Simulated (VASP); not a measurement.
# WSe2 (P-6m2) in VASP: a series of runs

Runs on WSe2. Level: PBE+D3(BJ). Tasks: single point.

Program: VASP 6.6.1. These are calculated values, not measurements. Logs are shortened: lines on timing, memory, paths and dates and some standing lists are left out, and cuts for length are marked.

## 1. The cell of the first run

It takes space group P-6m2 (No. 187, hexagonal). The conventional cell has a = 3.189 Å, b = 3.189 Å, c = 7.405 Å, α = 90.00°, β = 90.00°, γ = 120.00°. W (site symmetry -6m2) has 6 Se at 2.69 Å and 6 W at 3.19 Å within 3.5 Å. Within 3.5 Å of Se (site symmetry 3m) lie 3 W at 2.69 Å and 7 Se at 3.19 to 3.49 Å.

## 2. Single point, PBE+D3(BJ)

Contents of INCAR:

```
SYSTEM = WSe2
PREC = Accurate
ENCUT = 520
EDIFF = 1E-6
ISMEAR = 0
SIGMA = 0.05
LREAL = .False.
LASPH = .True.
NELM = 80
ALGO = Normal
ISIF = 2
LWAVE = .False.
LCHARG = .False.
GGA = PE
IVDW = 12
NBANDS = 20
```

Contents of KPOINTS:

```
Automatic mesh
0
Gamma
  9 9 4
  0 0 0
```

Contents of POSCAR:

```
WSe2
1.0
    3.1893814957      0.0000000000      0.0000000000
   -1.5946907479      2.7620853977      0.0000000000
    0.0000000000      0.0000000000      7.4047870187
W Se
1 2
Direct
    0.0000000000      0.0000000000      0.0000000000
    0.3333333333      0.6666666667      0.2643480231
    0.3333333333      0.6666666667      0.7356519769
```

Potentials or basis: VASP PAW PBE potentials, release 64 (W_sv, Se).

Command:

```console
$ cat potpaw_PBE.64/W_sv/POTCAR potpaw_PBE.64/Se/POTCAR > POTCAR
$ mpirun -np 1 vasp_std > vasp.out
```

OUTCAR:

```text
SYSTEM = WSe2
   PREC = Accurate
   ENCUT = 520
   EDIFF = 1E-6
   ISMEAR = 0
   LREAL = .False.
   LASPH = .True.
   NELM = 80
   ISIF = 2
   GGA = PE
   IVDW = 12
 IVDW          = 12

 ion  position               nearest neighbor table
   1  0.000  0.000  0.000-   2 2.69   3 2.69   2 2.69   3 2.69   2 2.69   3 2.69
   2  0.333  0.667  0.264-   1 2.69   1 2.69   1 2.69
   3  0.333  0.667  0.736-   1 2.69   1 2.69   1 2.69

  LATTYP: Found a hexagonal cell.
 ALAT       =     3.1893814957
 C/A-ratio  =     2.3217000000

  Lattice vectors:

 A1 = (   3.1893814957,   0.0000000000,   0.0000000000)
 A2 = (  -1.5946907479,   2.7620853977,   0.0000000000)
 A3 = (   0.0000000000,   0.0000000000,   7.4047870187)

Analysis of symmetry for initial positions (statically):
=====================================================================
 Subroutine PRICEL returns:
 Original cell was already a primitive cell.

 Routine SETGRP: Setting up the symmetry group for a
 hexagonal supercell.

 Subroutine GETGRP returns: Found 12 space group operations
 (whereof 12 operations were pure point group operations)
 out of a pool of 24 trial point group operations.

The static configuration has the point symmetry D_3h.

Analysis of symmetry for dynamics (positions and initial velocities):
=====================================================================
 Subroutine PRICEL returns:
 Original cell was already a primitive cell.

 Routine SETGRP: Setting up the symmetry group for a
 hexagonal supercell.

 Subroutine GETGRP returns: Found 12 space group operations
 (whereof 12 operations were pure point group operations)
 out of a pool of 24 trial point group operations.

The dynamic configuration has the point symmetry D_3h.

 Subroutine INISYM returns: Found 12 space group operations
 (whereof 12 operations are pure point group operations),
 and found     1 'primitive' translations

----------------------------------------------------------------------------------------

                                     Primitive cell

  volume of cell :      65.2313

  direct lattice vectors                    reciprocal lattice vectors
     3.189381496  0.000000000  0.000000000     0.313540416  0.181022643  0.000000000
    -1.594690748  2.762085398  0.000000000     0.000000000  0.362045287  0.000000000
     0.000000000  0.000000000  7.404787019     0.000000000  0.000000000  0.135047773

  length of vectors
     3.189381496  3.189381496  7.404787019     0.362045287  0.362045287  0.135047773

  position of ions in fractional coordinates (direct lattice)
     0.000000000  0.000000000  0.000000000
     0.333333333  0.666666667  0.264348023
     0.333333333  0.666666667  0.735651977

  ion indices of the primitive-cell ions
   primitive index   ion index
                 1           1
                 2           2
                 3           3

----------------------------------------------------------------------------------------

 KPOINTS: Automatic mesh

Automatic generation of k-mesh.
 Grid dimensions read from file:
 generate k-points for:    9    9    4

 Generating k-lattice:

  Cartesian coordinates                     Fractional coordinates (reciprocal lattice)
     0.034837824  0.020113627  0.000000000     0.111111111  0.000000000  0.000000000
     0.000000000  0.040227254  0.000000000     0.000000000  0.111111111  0.000000000
     0.000000000  0.000000000  0.033761943     0.000000000  0.000000000  0.250000000

  Length of vectors
     0.040227254  0.040227254  0.033761943

  Shift w.r.t. Gamma in fractional coordinates (k-lattice)
     0.000000000  0.000000000  0.000000000

 Subroutine IBZKPT returns following result:
 ===========================================

 Found     36 irreducible k-points:

 Following reciprocal coordinates:
            Coordinates               Weight
  0.000000  0.000000  0.000000      1.000000
  0.111111 -0.000000  0.000000      6.000000
  0.222222  0.000000  0.000000      6.000000
  0.333333 -0.000000  0.000000      6.000000
  0.444444  0.000000  0.000000      6.000000
  0.111111  0.111111  0.000000      6.000000
[... 16 lines left out ...]
  0.333333  0.222222  0.250000     24.000000
  0.333333  0.333333  0.250000      4.000000
 [... further k-points ...]
   k-points           NKPTS =     36   k-points in BZ     NKDIM =     36   number of bands    NBANDS=     20
   number of dos      NEDOS =    301   number of ions     NIONS =      3
   total plane-waves  NPLWV =  32256
   dimension x,y,z NGX =    24 NGY =   24 NGZ =   56
   dimension x,y,z NGXF=    48 NGYF=   48 NGZF=  112
   ions per type =               1   2
   NGX,Y,Z   is equivalent  to a cutoff of  12.51, 12.51, 12.57 a.u.
   NGXF,Y,Z  is equivalent  to a cutoff of  25.02, 25.02, 25.15 a.u.
 SYSTEM =  WSe2
   PREC   = accura    normal or accurate (medium, high low for compatibility)
   ISTART =      0    job   : 0-new  1-cont  2-samecut
   ICHARG =      2    charge: 1-file 2-atom 10-const
   ISPIN  =      1    spin polarized calculation?
   LNONCOLLINEAR =      F non collinear calculations
   LSORBIT =      F    spin-orbit coupling
   LASPH  =      T    aspherical Exc in radial PAW
   ENCUT  =  520.0 eV  38.22 Ry    6.18 a.u.   5.93  5.93 13.77*2*pi/ulx,y,z
   NELM   =     80;   NELMIN=  2; NELMDL= -5     # of ELM steps
   EDIFF  = 0.1E-05   stopping-criterion for ELM
   LREAL  =      F    real-space projection
   EDIFFG = 0.1E-04   stopping-criterion for IOM
   NSW    =      0    number of steps for IOM
   IBRION =     -1    ionic relax: 0-MD 1-quasi-New 2-CG
   NFREE  =      0    steps in history (QN), initial steepest desc. (CG)
   ISIF   =      2    stress and relaxation
   ISYM   =      2    0-nonsym 1-usesym 2-fastsym
   POTIM  = 0.5000    time-step for ionic-motion
   TEBEG  =    0.0;   TEEND  =   0.0 temperature during run
   PSTRESS=    0.0 pullay stress
   NELECT =      26.0000    total number of electrons
   NUPDOWN=      -1.0000    fix difference up-down
   EMIN   =  10.00;   EMAX   =-10.00  energy-range for DOS
   EFERMI =   0.00;   METHOD = LEGACY
   ISMEAR =     0;   SIGMA  =   0.05  broadening in eV -4-tet -1-fermi 0-gaus
   EFERMI_NEDOS =   21; number of points for ismear=-14 and -15
   IALGO  =     38    algorithm
   IMIX   =      4    mixing-type and parameters
     AMIX     =   0.40;   BMIX     =  1.00
     AMIX_MAG =   1.60;   BMIX_MAG =  1.00
  volume/ion in A,a.u.               =      21.74       146.73
  Fermi-wavevector in a.u.,A,eV,Ry     =   1.204797  2.276736 19.749346  1.451536
  Thomas-Fermi vector in A             =   2.340512
   LORBIT       =      0    0 simple, 1 ext, 2 COOP (PROOUT), +10 PAW based schemes
   GGA     = PE    functional components
   LHFCALC =     F    Hartree Fock is set to
   AEXX    =    0.0000 exact exchange contribution
   IVDW    =    12    specifies the selected vdW correction
   LEPSILON=     F    determine dielectric tensor
   LRPA    =     F    only Hartree local field effects (RPA)
 non-spin polarized calculation
 Gauss-broadening in eV      SIGMA  =   0.05
  energy-cutoff  :      520.00
  volume of cell :       65.23
 maximum number of plane-waves:      1788
 NGX is ok and might be reduce to    24
   NGX = 11   NGY = 11   NGZ = 27

 number of electron      26.0000002 magnetization

 Free energy of the ion-electron system (eV)
  ---------------------------------------------------
  ext. energy  EPLUGINS =         0.00000000
  ---------------------------------------------------
  free energy    TOTEN  =       -20.70006716 eV

  energy without entropy =      -20.70006716  energy(sigma->0) =      -20.70006716

 E-fermi :   5.5456     XC(G=0): -10.4210

 val. band max:        5.3020467220   @ k =   0.0000   0.0000   0.0000
 cond. band min:       5.8475891132   @ k =   0.2222   0.1111   0.0000
 fundamental gap:      0.5455423912
 Fermi energy:         5.5455505082

 k-point     1 :       0.0000    0.0000    0.0000
  band No.  band energies     occupation
      1     -68.8927      2.00000
      2     -33.1375      2.00000
      3     -32.8455      2.00000
      4     -32.8455      2.00000
      5      -9.2926      2.00000
      6      -8.4255      2.00000
[... 12 lines left out ...]
     19      13.5160      0.00000
     20      14.3585      0.00000

 k-point     2 :       0.1111   -0.0000    0.0000
  band No.  band energies     occupation
      1     -68.8909      2.00000
      2     -33.1320      2.00000
      3     -32.8795      2.00000
      4     -32.8536      2.00000
      5      -9.1004      2.00000
      6      -8.2871      2.00000
[... 12 lines left out ...]
     19      14.0926      0.00000
     20      15.0757      0.00000

 k-point     3 :       0.2222    0.0000    0.0000
  band No.  band energies     occupation
      1     -68.8865      2.00000
      2     -33.1181      2.00000
      3     -32.9648      2.00000
      4     -32.8742      2.00000
      5      -8.5599      2.00000
      6      -7.9002      2.00000
[... 12 lines left out ...]
     19      13.7358      0.00000
     20      14.4141      0.00000

 k-point     4 :       0.3333   -0.0000    0.0000
  band No.  band energies     occupation
      1     -68.8815      2.00000
      2     -33.1022      2.00000
      3     -33.0603      2.00000
      4     -32.8975      2.00000
      5      -7.8042      2.00000
      6      -7.3709      2.00000
[... 12 lines left out ...]
     19      12.3485      0.00000
     20      13.2049      0.00000

 k-point     5 :       0.4444    0.0000    0.0000
  band No.  band energies     occupation
      1     -68.8782      2.00000
      2     -33.1219      2.00000
      3     -33.0918      2.00000
      4     -32.9127      2.00000
      5      -7.1631      2.00000
      6      -6.9442      2.00000
[... 12 lines left out ...]
     19      11.2177      0.00000
     20      12.6700      0.00000
[... 353 lines left out ...]
      6      -6.8113      2.00000
[... 12 lines left out ...]
     19      12.0565      0.00000
     20      13.0553      0.00000

 k-point    22 :       0.2222    0.2222    0.2500
  band No.  band energies     occupation
      1     -68.8793      2.00000
      2     -33.0952      2.00000
      3     -33.0656      2.00000
      4     -32.9450      2.00000
      5      -7.3822      2.00000
      6      -7.1505      2.00000
[... 12 lines left out ...]
     19      12.9031      0.00000
     20      13.7804      0.00000

 k-point    23 :       0.3333    0.2222    0.2500
  band No.  band energies     occupation
      1     -68.8768      2.00000
      2     -33.0874      2.00000
      3     -33.0873      2.00000
      4     -32.9825      2.00000
      5      -6.9173      2.00000
      6      -6.7293      2.00000
[... 12 lines left out ...]
     19      12.3179      0.00000
     20      13.3959      0.00000

 k-point    24 :       0.3333    0.3333    0.2500
  band No.  band energies     occupation
      1     -68.8759      2.00000
      2     -33.0845      2.00000
      3     -33.0514      2.00000
      4     -33.0394      2.00000
      5      -6.7619      2.00000
      6      -6.5604      2.00000
[... 12 lines left out ...]
     19      11.9348      0.00000
     20      13.7322      0.00000

 [... further k-points ...]

------------------------ aborting loop because EDIFF is reached ----------------------------------------

 Edisp (eV)   -1.29353

 E8    (eV) :    -0.5764

  FORCE on cell =-STRESS in cart. coord.  units (eV):
  Direction    XX          YY          ZZ          XY          YZ          ZX
  --------------------------------------------------------------------------------------
  -------------------------------------------------------------------------------------
  Total      -1.06282    -1.06282   -11.58868     0.00000     0.00000     0.00000
  in kB     -26.10454   -26.10454  -284.63497     0.00000     0.00000     0.00000
  external pressure =     -112.28 kB  Pullay stress =        0.00 kB

 VOLUME and BASIS-vectors are now :
 -----------------------------------------------------------------------------
  energy-cutoff  :      520.00
  volume of cell :       65.23
      direct lattice vectors                 reciprocal lattice vectors
     3.189381496  0.000000000  0.000000000     0.313540416  0.181022643  0.000000000
    -1.594690748  2.762085398  0.000000000     0.000000000  0.362045287  0.000000000
     0.000000000  0.000000000  7.404787019     0.000000000  0.000000000  0.135047773

 POSITION                                       TOTAL-FORCE (eV/Angst)
 -----------------------------------------------------------------------------------
      0.00000      0.00000      0.00000         0.000000     -0.000000      0.000000
     -0.00000      1.84139      1.95744        -0.000000      0.000000     -3.005548
     -0.00000      1.84139      5.44735        -0.000000     -0.000000      3.005548
 -----------------------------------------------------------------------------------
    total drift:                                0.000000     -0.000000     -0.000000

  FREE ENERGIE OF THE ION-ELECTRON SYSTEM (eV)
  ---------------------------------------------------
  free  energy   TOTEN  =       -21.9935982228 eV

  energy  without entropy=      -21.9935982228  energy(sigma->0) =      -21.99359822
```

Run time: 52 s. Hardware: 1 thread of Intel Xeon 8259CL, shared host; peak memory 0.21 GiB.

Results:

```yaml
Free_energy: -21.9936 eV
Pressure: -11.2 GPa
Largest_force: 3.006 eV/Å
Band_gap_on_the_k_mesh: 0.55 eV (least direct gap 1.01 eV)
Dispersion_energy_per_atom: -0.431 eV
```

Forces on the atoms (eV/Å):
```
W    0.000  0.000  0.000
Se   0.000  0.000 -3.006
Se   0.000  0.000  3.006
```

Stress tensor (GPa, compression positive):
```
 -2.61   0.00   0.00
  0.00  -2.61   0.00
  0.00   0.00 -28.46
```

Levels at points of the mesh, in eV from the valence-band top:
| k point | band 11 | band 12 | band 13 | band 14 | band 15 | band 16 |
| --- | --- | --- | --- | --- | --- | --- |
| (0.00, 0.00, 0.00) | -1.15 | 0.00 | 0.00 | 2.77 | 2.77 | 3.14 |
| (0.00, 0.00, 0.50) | -0.92 | -0.03 | -0.03 | 2.92 | 2.92 | 3.01 |

Caveat: the cell stands under tension; spin-orbit coupling is left out, which moves the levels of the heavy elements; an odd mesh through Γ misses points on the zone boundary, where band edges can lie; forces of over 1 eV/Å act on the atoms, so gaps and moduli don't describe the material at rest.

(Continued in part 2 of 2.)
